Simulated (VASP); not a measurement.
# Gd (P6_3/mmc) in VASP: relaxation of shape and atoms at fixed volume with PBE+U

Aim: the relaxation of shape and atoms at fixed volume of Gd with PBE+U.

All numbers are computed with VASP 6.6.1; they aren't measurements. Logs are shortened: lines on timing, memory, paths and dates and some standing lists are left out, and cuts for length are marked.

## 1. The cell of the first run

The structure is hexagonal, space group P6_3/mmc (No. 194). The conventional cell has a = 3.629 Å, b = 3.629 Å, c = 5.808 Å, α = 90.00°, β = 90.00°, γ = 120.00°. Within 4.7 Å of Gd (site symmetry -6m2) lie 12 Gd at 3.58 to 3.63 Å.

## 2. Relaxation of shape and atoms at fixed volume, PBE+U, collinear spin, ferromagnetic start (volume scaled by 0.980)

Contents of INCAR:

```
PREC     = Accurate       # precision mode
ENCUT    = 600            # plane-wave cutoff, eV
EDIFF    = 1E-7           # SCF threshold, eV
ISMEAR   = 0              # smearing method
SIGMA    = 0.05           # smearing width, eV
LREAL    = F              # projectors in reciprocal space
LASPH    = T              # aspherical terms in the spheres
NELM     = 200            # most SCF steps
ALGO     = Normal         # electronic algorithm
ISIF     = 4              # what is computed and relaxed
LWAVE    = F              # write WAVECAR
LCHARG   = F              # write CHGCAR
ISPIN    = 2              # spin polarisation
MAGMOM   = 8.24 8.24      # initial moments
LORBIT   = 11             # projections on sites
LMAXMIX  = 6              # l up to which the mixer works
LDAU     = T              # DFT+U
LDAUTYPE = 2            
LDAUL    = 3              # shell
LDAUU    = 6              # U, eV
LDAUJ    = 0            
LDAUPRINT= 1            
GGA      = PE             # functional
IBRION   = 2              # ionic algorithm
NSW      = 60             # ionic steps
EDIFFG   = -0.01          # ionic threshold
GGA_COMPAT= F            
NELMIN   = 4            
KPAR     = 4
```

Contents of KPOINTS:

```
regular mesh
0
Gamma
  14 14 8
```

Contents of POSCAR:

```
Gd
1.0
    3.6288557224      0.0000000000      0.0000000000
   -1.8144278612      3.1426812422      0.0000000000
    0.0000000000      0.0000000000      5.8083545799
Gd
2
Direct
    0.3333333333      0.6666666667      0.2500000000
    0.6666666667      0.3333333333      0.7500000000
```

Potentials or basis: VASP PAW PBE potentials, release 64 (Gd).

On the command line:

```
$ cat potpaw_PBE.64/Gd/POTCAR > POTCAR
$ mpirun -np 4 vasp_std > vasp.out
```

OUTCAR:

```text
PREC = Accurate
   ENCUT = 600
   EDIFF = 1E-7
   ISMEAR = 0
   LREAL = F
   LASPH = T
   NELM = 200
   ISIF = 4
   ISPIN = 2
   LORBIT = 11
   GGA = PE
   IBRION = 2
   NSW = 60
   EDIFFG = -0.01
   NELMIN = 4

 ion  position               nearest neighbor table
   1  0.333  0.667  0.250-
   2  0.667  0.333  0.750-

  LATTYP: Found a hexagonal cell.
 ALAT       =     3.6288557224
 C/A-ratio  =     1.6006022350

  Lattice vectors:

 A1 = (   3.6288557224,   0.0000000000,   0.0000000000)
 A2 = (  -1.8144278612,   3.1426812422,   0.0000000000)
 A3 = (   0.0000000000,   0.0000000000,   5.8083545799)

Analysis of symmetry for initial positions (statically):
=====================================================================
 Subroutine PRICEL returns:
 Original cell was already a primitive cell.

 Routine SETGRP: Setting up the symmetry group for a
 hexagonal supercell.

 Subroutine GETGRP returns: Found 24 space group operations
 (whereof 12 operations were pure point group operations)
 out of a pool of 24 trial point group operations.

The static configuration has the point symmetry D_3d.
 The point group associated with its full space group is D_6h.

Analysis of symmetry for dynamics (positions and initial velocities):
=====================================================================
 Subroutine PRICEL returns:
 Original cell was already a primitive cell.

 Routine SETGRP: Setting up the symmetry group for a
 hexagonal supercell.
[... 237 lines left out ...]
  o =  0.0010  v =  0.0000  0.0000  0.0000  0.0000  0.0000  0.0000  0.0000 -0.0000  0.9999  0.0000  0.0000  0.0000 -0.0137 -0.0000      0.0000  0.0000  0.0000  0.0000  0.0000  0.0000  0.0000  0.0000  0.0000  0.0000  0.0000  0.0000  0.0000  0.0000
  o =  0.0010  v =  0.0000  0.0000  0.0000  0.0000  0.0000  0.0000  0.0000  0.0000 -0.0137 -0.0000  0.0000  0.0000 -0.9999  0.0000      0.0000  0.0000  0.0000  0.0000  0.0000  0.0000  0.0000  0.0000  0.0000  0.0000  0.0000  0.0000  0.0000  0.0000
  o =  0.9896  v =  0.0000 -0.0000 -0.0000 -0.0000 -0.0000 -0.0000 -1.0000  0.0000  0.0000  0.0000  0.0000  0.0000  0.0000  0.0000      0.0000  0.0000  0.0000  0.0000  0.0000  0.0000  0.0000  0.0000  0.0000  0.0000  0.0000  0.0000  0.0000  0.0000
  o =  0.9897  v = -0.0000  0.0000 -1.0000 -0.0000 -0.0000 -0.0000  0.0000  0.0000  0.0000  0.0000  0.0000  0.0000  0.0000  0.0000      0.0000  0.0000  0.0000  0.0000  0.0000  0.0000  0.0000  0.0000  0.0000  0.0000  0.0000  0.0000  0.0000  0.0000
  o =  0.9897  v =  0.0000  0.0000  0.0000 -0.0000 -1.0000  0.0000  0.0000  0.0000  0.0000  0.0000  0.0000  0.0000  0.0000  0.0000      0.0000  0.0000  0.0000  0.0000  0.0000  0.0000  0.0000  0.0000  0.0000  0.0000  0.0000  0.0000  0.0000  0.0000
  o =  0.9901  v =  0.0000 -0.0058 -0.0000 -0.0000 -0.0000 -1.0000  0.0000  0.0000  0.0000  0.0000  0.0000  0.0000  0.0000  0.0000      0.0000  0.0000  0.0000  0.0000  0.0000  0.0000  0.0000  0.0000  0.0000  0.0000  0.0000  0.0000  0.0000  0.0000
  o =  0.9901  v = -0.0000  1.0000  0.0000 -0.0000  0.0000 -0.0058 -0.0000  0.0000  0.0000  0.0000  0.0000  0.0000  0.0000  0.0000      0.0000  0.0000  0.0000  0.0000  0.0000  0.0000  0.0000  0.0000  0.0000  0.0000  0.0000  0.0000  0.0000  0.0000
  o =  0.9906  v =  0.0000  0.0000  0.0000 -1.0000  0.0000  0.0000  0.0000  0.0000  0.0000  0.0000  0.0000  0.0000  0.0000  0.0000      0.0000  0.0000  0.0000  0.0000  0.0000  0.0000  0.0000  0.0000  0.0000  0.0000  0.0000  0.0000  0.0000  0.0000
  o =  0.9907  v =  1.0000  0.0000 -0.0000  0.0000  0.0000  0.0000  0.0000  0.0000  0.0000  0.0000  0.0000  0.0000  0.0000  0.0000      0.0000  0.0000  0.0000  0.0000  0.0000  0.0000  0.0000  0.0000  0.0000  0.0000  0.0000  0.0000  0.0000  0.0000

 number of electron      35.9999996 magnetization      15.5840131

 Free energy of the ion-electron system (eV)
  ---------------------------------------------------
  ext. energy  EPLUGINS =         0.00000000
  ---------------------------------------------------
  free energy    TOTEN  =       -22.84308851 eV

  energy without entropy =      -22.84095303  energy(sigma->0) =      -22.84202077

 E-fermi :   3.0663     XC(G=0):  -9.9729

 val. band max:        3.0646279285   @ k =   0.2857   0.2857   0.5000
 cond. band min:       3.0707562811   @ k =   0.3571   0.2143   0.3750
 fundamental gap:      0.0061283526
 Fermi energy:         3.0663091398

 spin component 1

 k-point     1 :       0.0000    0.0000    0.0000
  band No.  band energies     occupation
      1     -42.4956      1.00000
      2     -42.4292      1.00000
      3     -20.1952      1.00000
      4     -19.5915      1.00000
      5     -19.5915      1.00000
      6     -19.4900      1.00000
[... 1577 lines left out ...]
     29       6.7377      0.00000
     30       8.7612      0.00000

 [... further k-points ...]
[... 5 lines left out ...]
  --------------------------------------------------------------------------------------
  -------------------------------------------------------------------------------------
  Total        0.3948869      0.3948869      0.4215911      0.0000000      0.0000000      0.0000000
  in kB        9.5512489      9.5512489     10.1971517      0.0000000      0.0000000      0.0000000
  external PRESSURE =       9.7665499 kB  Pullay stress =       0.0000000 kB

 VOLUME and BASIS-vectors are now :
 -----------------------------------------------------------------------------
  energy-cutoff  :      600.00
  volume of cell :       66.24
      direct lattice vectors                 reciprocal lattice vectors
     3.628855722  0.000000000  0.000000000     0.275568961  0.159099814  0.000000000
    -1.814427861  3.142681242  0.000000000     0.000000000  0.318199627  0.000000000
     0.000000000  0.000000000  5.808354580     0.000000000  0.000000000  0.172165798

 POSITION                                       TOTAL-FORCE (eV/Angst)
 -----------------------------------------------------------------------------------
     -0.00000      2.09512      1.45209         0.000000     -0.000000      0.000000
      1.81443      1.04756      4.35627        -0.000000      0.000000      0.000000
 -----------------------------------------------------------------------------------
    total drift:                                0.000000     -0.000000      0.000000

  FREE ENERGIE OF THE ION-ELECTRON SYSTEM (eV)
  ---------------------------------------------------
  free  energy   TOTEN  =       -22.8430885116 eV

  energy  without entropy=      -22.8409530295  energy(sigma->0) =      -22.84202077

 reached required accuracy - stopping structural energy minimisation

 total charge

# of ion       s       p       d       f       tot
--------------------------------------------------
    1        2.075   5.573   0.598   6.930  15.175
    2        2.075   5.573   0.598   6.930  15.175
--------------------------------------------------
tot          4.150  11.146   1.195  13.859  30.351

 magnetization (x)

# of ion       s       p       d       f       tot
--------------------------------------------------
    1        0.003  -0.054   0.243   6.921   7.113
    2        0.003  -0.054   0.243   6.921   7.113
--------------------------------------------------
tot          0.007  -0.109   0.486  13.842  14.227
```

CONTCAR:

```text
Gd
   1.00000000000000
     3.6288557224000000    0.0000000000000000    0.0000000000000000
    -1.8144278612000000    3.1426812422000001    0.0000000000000000
     0.0000000000000000    0.0000000000000000    5.8083545798999996
  Gd
     2
Direct
     0.3333333332999970    0.6666666667000030    0.2500000000000000
     0.6666666667000030    0.3333333332999970    0.7500000000000000

  0.00000000E+00  0.00000000E+00  0.00000000E+00
  0.00000000E+00  0.00000000E+00  0.00000000E+00
```

It took 4.8 min on 4 MPI ranks of Intel Xeon 6975P-C (Granite Rapids), shared host; peak memory 0.57 GiB.

Results:

```yaml
Free_energy: -22.8431 eV
Pressure_after_relaxing: 1.0 GPa
Net_moment: 15.58 μB per cell
Site_moments: Gd +7.11 μB
Valence_electrons_inside_the_program's_atomic_spheres: Gd 15.18
```

Final structure:
```cif
data_structure
_symmetry_space_group_name_H-M 'P 1'
_symmetry_Int_Tables_number 1
_cell_length_a 3.6289
_cell_length_b 3.6289
_cell_length_c 5.8084
_cell_angle_alpha 90.000
_cell_angle_beta 90.000
_cell_angle_gamma 120.000
_cell_volume 66.24
loop_
_atom_site_label
_atom_site_type_symbol
_atom_site_fract_x
_atom_site_fract_y
_atom_site_fract_z
_atom_site_occupancy
Gd1 Gd 0.33333 0.66667 0.25000 1
Gd2 Gd 0.66667 0.33333 0.75000 1
```

Levels at points of the mesh, in eV from the Fermi level:
Spin up:
```csv
k point,band 22,band 23,band 24,band 25,band 26,band 27,band 28,band 29,band 30
"(0.00, 0.00, 0.00)",-8.04,-5.21,-2.65,0.85,1.18,1.18,1.29,1.79,1.79
"(0.50, 0.00, 0.00)",-8.05,-2.31,-1.88,-1.44,-0.24,0.90,0.95,1.60,4.96
"(0.00, 0.00, 0.50)",-8.04,-3.74,-3.74,0.29,0.29,1.11,1.11,1.11,1.11
"(0.50, 0.00, 0.50)",-8.07,-2.30,-2.30,-0.64,-0.64,1.31,1.31,2.41,2.41
```
Spin down:
| k point | band 6 | band 7 | band 8 | band 9 | band 10 | band 11 | band 12 | band 13 | band 14 | band 15 |
| --- | --- | --- | --- | --- | --- | --- | --- | --- | --- | --- |
| (0.00, 0.00, 0.00) | -20.11 | -20.11 | -20.11 | -4.26 | -1.51 | 1.72 | 2.22 | 2.22 | 2.29 | 2.76 |
| (0.50, 0.00, 0.00) | -20.42 | -20.33 | -20.21 | -1.12 | -0.98 | -0.65 | 0.88 | 1.91 | 1.97 | 2.58 |
| (0.00, 0.00, 0.50) | -20.17 | -20.17 | -20.17 | -2.72 | -2.72 | 1.33 | 1.33 | 2.21 | 2.21 | 2.21 |
| (0.50, 0.00, 0.50) | -20.33 | -20.31 | -20.31 | -1.43 | -1.43 | 0.52 | 0.52 | 2.11 | 2.11 | 2.87 |

Eigenvalues of the final occupation matrices:
```
    site  spin  trace                         eigenvalues
site 1 f     1   6.93  0.99 0.99 0.99 0.99 0.99 0.99 0.99
site 1 f     2   0.00  0.00 0.00 0.00 0.00 0.00 0.00 0.00
site 2 f     1   6.93  0.99 0.99 0.99 0.99 0.99 0.99 0.99
site 2 f     2   0.00  0.00 0.00 0.00 0.00 0.00 0.00 0.00
```

Caveat: the relaxation stopped at its first step, so nothing moved; spin-orbit coupling is left out, which moves the levels of the heavy elements. The state reached can hang on the start; a lower one may exist.
